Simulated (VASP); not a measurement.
Set up this calculation in VASP 6.6.1, as the native input.

```yaml
Task: relaxation of cell and atoms
Functional: PBE
Potentials_or_basis: VASP PAW PBE potentials, release 64 (In_d, Ge_d, S)
Cutoff: 600 eV
k_mesh: 6 × 6 × 2
Occupations: gaussian, width 0.1 eV
Spin: no spin polarisation
Dipole_correction: no
Further_INCAR_settings: ALGO = Normal; EDIFF = 1e-07; IBRION = 2; EDIFFG = -0.04; NSW = 90; ISIF = 3
```

The structure of In2GeS2 lies in POSCAR:

```
In2GeS2
1.0
    3.7456654300      0.0000000000      0.0000000000
   -1.8728327100      3.2438414100      0.0000000000
    0.0000000000      0.0000000000     10.1555141200
In Ge S
2 1 2
Direct
    0.6666666700      0.3333333300      0.2917240000
    0.3333333300      0.6666666700      0.7082760000
    0.0000000000      0.0000000000      0.0000000000
    0.6666666700      0.3333333300      0.8726159900
    0.3333333300      0.6666666700      0.1273840100
```

The cell was built from a structure type or drawn by symmetry, and may not be a known phase.

One way to write it, as run:

INCAR

```
SYSTEM = In2GeS2
ALGO = Normal
EDIFF = 1E-7
EDIFFG = -0.04
ENCUT = 600
GGA = PE
IBRION = 2
ISIF = 3
ISMEAR = 0
LASPH = .TRUE.
LCHARG = .FALSE.
LREAL = .FALSE.
LWAVE = .FALSE.
NELM = 80
NSW = 90
PREC = Accurate
SIGMA = 0.1
```

KPOINTS

```
k-points
0
G
  6 6 2
  0 0 0
```

Potentials or basis: VASP PAW PBE potentials, release 64 (In_d, Ge_d, S).

Command:

```sh
$ cat potpaw_PBE.64/In_d/POTCAR potpaw_PBE.64/Ge_d/POTCAR potpaw_PBE.64/S/POTCAR > POTCAR
$ mpirun -np 1 vasp_std > vasp.out
```

Results of the run:

The relaxed volume is 24.77 Å³/atom and the relaxed cell is a = 3.911 Å, b = 3.911 Å, c = 9.351 Å, α = 90.00°, β = 90.00°, γ = 120.00°. The space group after relaxing (to 0.1 Å) is P-3m1 (No. 164). The energy gained by relaxing is 184.8 meV/atom. The ionic steps are 30 and the pressure after relaxing is 0.1 GPa. The largest force after relaxing is 0.032 eV/Å and the band gap on the k mesh is zero (bands 26 and 27 overlap by 0.63 eV).

Caveat: spin-orbit coupling is left out, which moves the levels of the heavy elements.

Wall time 16 min on 1 thread of AMD EPYC 9R45 96-Core Processor (Zen 5), on a shared host, peak memory 0.28 GiB.
